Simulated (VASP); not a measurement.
# WSe2 in VASP: notebook

The runs below take WSe2 through single point, relaxation of cell and atoms, with PBEsol+D3(BJ).

Everything below comes from runs of VASP 6.6.1. Logs are shortened: lines on timing, memory, paths and dates and some standing lists are left out, and cuts for length are marked.

### Step 1. The cell of the first run

The cell holds a slab with vacuum, 3 atoms: a = 3.318 Å, b = 3.318 Å, c = 16.658 Å, α = 90.00°, β = 90.00°, γ = 120.00°.

### Step 2. Single point, PBEsol+D3(BJ)

INCAR

```
SYSTEM = WSe2
  PREC = Accurate
  ENCUT = 520
  EDIFF = 1E-6
  ISMEAR = 0
  SIGMA = 0.1
  LREAL = .FALSE.
  LASPH = .TRUE.
  NELM = 60
  ALGO = Normal
  ISIF = 2
  LWAVE = .FALSE.
  LCHARG = .FALSE.
  GGA = PS
  IVDW = 12
  NBANDS = 20
```

KPOINTS

```
regular mesh
0
G
  6 6 1
  0 0 0
```

POSCAR

```
WSe2
1.0
    3.3179375931      0.0000000000      0.0000000000
   -1.6589687966      2.8734182438      0.0000000000
    0.0000000000      0.0000000000     16.6581424200
W Se
1 2
Direct
    0.0000000000      0.0000000000      0.0000000000
    0.3333333300      0.6666666700      0.0997865200
    0.3333333300      0.6666666700      0.9002134800
```

Potentials or basis: VASP PAW PBE potentials, release 64 (W_sv, Se).

On the command line:

```bash
> cat potpaw_PBE.64/W_sv/POTCAR potpaw_PBE.64/Se/POTCAR > POTCAR
> mpirun -np 1 vasp_std > vasp.out
```

OUTCAR:

```text
SYSTEM = WSe2
   PREC = Accurate
   ENCUT = 520
   EDIFF = 1E-6
   ISMEAR = 0
   LREAL = .FALSE.
   LASPH = .TRUE.
   NELM = 60
   ISIF = 2
   GGA = PS
   IVDW = 12
 IVDW          = 12

 ion  position               nearest neighbor table
   1  0.000  0.000  0.000-   2 2.54   3 2.54   2 2.54   3 2.54   2 2.54   3 2.54
   2  0.333  0.667  0.100-   1 2.54   1 2.54   1 2.54
   3  0.333  0.667  0.900-   1 2.54   1 2.54   1 2.54

  LATTYP: Found a hexagonal cell.
 ALAT       =     3.3179375931
 C/A-ratio  =     5.0206316281

  Lattice vectors:

 A1 = (   3.3179375931,   0.0000000000,   0.0000000000)
 A2 = (  -1.6589687966,   2.8734182438,   0.0000000000)
 A3 = (   0.0000000000,   0.0000000000,  16.6581424200)

Analysis of symmetry for initial positions (statically):
=====================================================================
 Subroutine PRICEL returns:
 Original cell was already a primitive cell.

 Routine SETGRP: Setting up the symmetry group for a
 hexagonal supercell.

 Subroutine GETGRP returns: Found 12 space group operations
 (whereof 12 operations were pure point group operations)
 out of a pool of 24 trial point group operations.

The static configuration has the point symmetry D_3h.

Analysis of symmetry for dynamics (positions and initial velocities):
=====================================================================
 Subroutine PRICEL returns:
 Original cell was already a primitive cell.

 Routine SETGRP: Setting up the symmetry group for a
 hexagonal supercell.

 Subroutine GETGRP returns: Found 12 space group operations
 (whereof 12 operations were pure point group operations)
 out of a pool of 24 trial point group operations.

The dynamic configuration has the point symmetry D_3h.

 Subroutine INISYM returns: Found 12 space group operations
 (whereof 12 operations are pure point group operations),
 and found     1 'primitive' translations

----------------------------------------------------------------------------------------

                                     Primitive cell

  volume of cell :     158.8158

  direct lattice vectors                    reciprocal lattice vectors
[... 65 lines left out ...]
   ISPIN  =      1    spin polarized calculation?
   LNONCOLLINEAR =      F non collinear calculations
   LSORBIT =      F    spin-orbit coupling
   LASPH  =      T    aspherical Exc in radial PAW
   ENCUT  =  520.0 eV  38.22 Ry    6.18 a.u.   6.17  6.17 30.97*2*pi/ulx,y,z
   NELM   =     60;   NELMIN=  2; NELMDL= -5     # of ELM steps
   EDIFF  = 0.1E-05   stopping-criterion for ELM
   LREAL  =      F    real-space projection
   EDIFFG = 0.1E-04   stopping-criterion for IOM
   NSW    =      0    number of steps for IOM
   IBRION =     -1    ionic relax: 0-MD 1-quasi-New 2-CG
   NFREE  =      0    steps in history (QN), initial steepest desc. (CG)
   ISIF   =      2    stress and relaxation
   ISYM   =      2    0-nonsym 1-usesym 2-fastsym
   POTIM  = 0.5000    time-step for ionic-motion
   TEBEG  =    0.0;   TEEND  =   0.0 temperature during run
   PSTRESS=    0.0 pullay stress
   NELECT =      26.0000    total number of electrons
   NUPDOWN=      -1.0000    fix difference up-down
   EMIN   =  10.00;   EMAX   =-10.00  energy-range for DOS
   EFERMI =   0.00;   METHOD = LEGACY
   ISMEAR =     0;   SIGMA  =   0.10  broadening in eV -4-tet -1-fermi 0-gaus
   EFERMI_NEDOS =   21; number of points for ismear=-14 and -15
   IALGO  =     38    algorithm
   IMIX   =      4    mixing-type and parameters
     AMIX     =   0.40;   BMIX     =  1.00
     AMIX_MAG =   1.60;   BMIX_MAG =  1.00
  volume/ion in A,a.u.               =      52.94       357.25
  Fermi-wavevector in a.u.,A,eV,Ry     =   0.895574  1.692389 10.912587  0.802053
  Thomas-Fermi vector in A             =   2.017923
   LORBIT       =      0    0 simple, 1 ext, 2 COOP (PROOUT), +10 PAW based schemes
   GGA     = PS    functional components
   LHFCALC =     F    Hartree Fock is set to
   AEXX    =    0.0000 exact exchange contribution
   IVDW    =    12    specifies the selected vdW correction
   LEPSILON=     F    determine dielectric tensor
   LRPA    =     F    only Hartree local field effects (RPA)
 non-spin polarized calculation
 Gauss-broadening in eV      SIGMA  =   0.10
  energy-cutoff  :      520.00
  volume of cell :      158.82
 maximum number of plane-waves:      4296
 NGX is ok and might be reduce to    28
   NGX = 13   NGY = 13   NGZ = 61

 number of electron      25.9999999 magnetization

 Free energy of the ion-electron system (eV)
  ---------------------------------------------------
  ext. energy  EPLUGINS =         0.00000000
  ---------------------------------------------------
  free energy    TOTEN  =       -23.21604869 eV

  energy without entropy =      -23.21604869  energy(sigma->0) =      -23.21604869

 E-fermi :  -0.5324     XC(G=0):  -4.7831

 val. band max:       -0.9706294430   @ k =   0.3333   0.3333   0.0000
 cond. band min:       0.5436191697   @ k =   0.3333   0.3333   0.0000
 fundamental gap:      1.5142486127
 Fermi energy:        -0.5323526359

 k-point     1 :       0.0000    0.0000    0.0000
  band No.  band energies     occupation
      1     -74.9703      2.00000
      2     -39.2024      2.00000
      3     -39.0929      2.00000
      4     -39.0929      2.00000
      5     -15.7114      2.00000
      6     -14.4148      2.00000
[... 150 lines left out ...]
     19       5.4200      0.00000
     20       7.7270      0.00000

------------------------ aborting loop because EDIFF is reached ----------------------------------------

 Edisp (eV)   -0.84058

 E8    (eV) :    -0.5843

  FORCE on cell =-STRESS in cart. coord.  units (eV):
  Direction    XX          YY          ZZ          XY          YZ          ZX
  --------------------------------------------------------------------------------------
  -------------------------------------------------------------------------------------
  Total      -2.13479    -2.13479    -0.46111     0.00000    -0.00000    -0.00000
  in kB     -21.53631   -21.53631    -4.65178     0.00000    -0.00000    -0.00000
  external pressure =      -15.91 kB  Pullay stress =        0.00 kB

 VOLUME and BASIS-vectors are now :
 -----------------------------------------------------------------------------
  energy-cutoff  :      520.00
  volume of cell :      158.82
      direct lattice vectors                 reciprocal lattice vectors
     3.317937593  0.000000000  0.000000000     0.301392046  0.174008779  0.000000000
    -1.658968797  2.873418244  0.000000000     0.000000000  0.348017558  0.000000000
     0.000000000  0.000000000 16.658142420     0.000000000  0.000000000  0.060030703

 POSITION                                       TOTAL-FORCE (eV/Angst)
 -----------------------------------------------------------------------------------
      0.00000      0.00000      0.00000         0.000000      0.000000      0.000000
     -0.00000      1.91561      1.66226        -0.000000     -0.000000     -0.128841
     -0.00000      1.91561     14.99588        -0.000000     -0.000000      0.128841
 -----------------------------------------------------------------------------------
    total drift:                                0.000011     -0.000006     -0.000000

  FREE ENERGIE OF THE ION-ELECTRON SYSTEM (eV)
  ---------------------------------------------------
  free  energy   TOTEN  =       -24.0566246801 eV

  energy  without entropy=      -24.0566246801  energy(sigma->0) =      -24.05662468
```

OSZICAR:

```text
N       E                     dE             d eps       ncg     rms          rms(c)
DAV:   1     0.164440265994E+03    0.16444E+03   -0.12000E+04   328   0.109E+03
DAV:   2    -0.124134047204E+02   -0.17685E+03   -0.17167E+03   372   0.255E+02
DAV:   3    -0.240697183235E+02   -0.11656E+02   -0.11557E+02   380   0.609E+01
[... 12 lines left out ...]
DAV:  16    -0.232159715375E+02   -0.67258E-04   -0.11180E-05   352   0.106E-02    0.754E-03
DAV:  17    -0.232160222267E+02   -0.50689E-04   -0.30379E-06   284   0.504E-03    0.161E-03
DAV:  18    -0.232160433021E+02   -0.21075E-04   -0.10170E-06   280   0.274E-03    0.181E-03
DAV:  19    -0.232160476907E+02   -0.43886E-05   -0.17049E-07   268   0.113E-03    0.523E-04
DAV:  20    -0.232160486872E+02   -0.99647E-06   -0.28811E-08   220   0.465E-04
   1 F= -.24056625E+02 E0= -.24056625E+02  d E =-.142541E-10
```

stdout:

```text
POSCAR found type information on POSCAR W Se
 POSCAR found :  2 types and       3 ions
 scaLAPACK will be used
 -----------------------------------------------------------------------------
|                                                                             |
|                                                                             |
|     You enforced a specific xc type in the INCAR file but a different       |
|     I HOPE YOU KNOW WHAT YOU ARE DOING!                                     |
|                                                                             |
 -----------------------------------------------------------------------------

 LDA part: xc-table for (Slater+PW92), standard interpolation
 POSCAR, INCAR and KPOINTS ok, starting setup
 FFT: planning ... GRIDC
 FFT: planning ... GRID_SOFT
 FFT: planning ... GRID
 WAVECAR not read
 entering main loop
```

Run time: 69 s. Hardware: 1 thread of Intel Xeon 8259CL, shared host; peak memory 0.3 GiB.

Results:

```
Free energy                : -24.0566 eV
Largest force              : 0.129 eV/Å
Band gap on the k mesh     : 1.51 eV
Dispersion energy per atom : -0.280 eV
```

Forces on the atoms (eV/Å):
```
W    0.000  0.000  0.000
Se   0.000  0.000 -0.129
Se   0.000  0.000  0.129
```

Caveat: there is no dipole correction, which matters where the two faces differ; the PAW data sets were made with another functional, which shifts forces and pressure a little; spin-orbit coupling is left out, which moves the levels of the heavy elements.

### Step 3. Single point, PBEsol+D3(BJ)

This run uses another cell than the first one.

INCAR

```
  PREC = Accurate
  ENCUT = 520
  EDIFF = 1E-6
  ISMEAR = 0
  SIGMA = 0.02
  LREAL = F
  LASPH = T
  NELM = 60
  ALGO = Normal
  ISIF = 2
  LWAVE = F
  LCHARG = F
  GGA = PS
  IVDW = 12
  NBANDS = 20
```

KPOINTS

```
regular mesh
0
Gamma
  9 9 2
```

POSCAR

```
WSe2
1.0
    3.2406647876      0.0000000000      0.0000000000
   -1.6203323938      2.8064980312      0.0000000000
    0.0000000000      0.0000000000     16.6409001743
W Se
1 2
Direct
    0.0000000000      0.0000000000      0.0000000000
    0.3333333333      0.6666666667      0.1010083856
    0.3333333333      0.6666666667      0.8989916144
```

Potentials or basis: VASP PAW PBE potentials, release 64 (W_sv, Se).

On the command line:

```bash
> cat potpaw_PBE.64/W_sv/POTCAR potpaw_PBE.64/Se/POTCAR > POTCAR
> mpirun -np 1 vasp_std > vasp.out
```

Run time: 2.5 min. Hardware: 1 thread of Intel Xeon 8259CL, shared host; peak memory 0.28 GiB.

Results (log left out):

```yaml
Free_energy: -24.1054 eV
Largest_force: 0.060 eV/Å
Band_gap_on_the_k_mesh: 1.73 eV (least direct gap 1.81 eV)
Dispersion_energy_per_atom: -0.293 eV
```

Forces on the atoms (eV/Å):
```
W    0.000  0.000  0.000
Se   0.000  0.000  0.060
Se   0.000  0.000 -0.060
```

Levels at points of the mesh, in eV from the valence-band top:
| k point | band 9 | band 10 | band 11 | band 12 | band 13 | band 14 | band 15 | band 16 | band 17 | band 18 |
| --- | --- | --- | --- | --- | --- | --- | --- | --- | --- | --- |
| (0.00, 0.00, 0.00) | -2.29 | -2.29 | -1.10 | -1.10 | -0.52 | 3.15 | 3.15 | 3.33 | 3.33 | 4.38 |
| (0.00, 0.00, 0.50) | -2.29 | -2.29 | -1.10 | -1.10 | -0.52 | 3.15 | 3.15 | 3.33 | 3.33 | 4.49 |

Caveat: there is no dipole correction, which matters where the two faces differ; the PAW data sets were made with another functional, which shifts forces and pressure a little; spin-orbit coupling is left out, which moves the levels of the heavy elements.

[end of part 1 of 2]
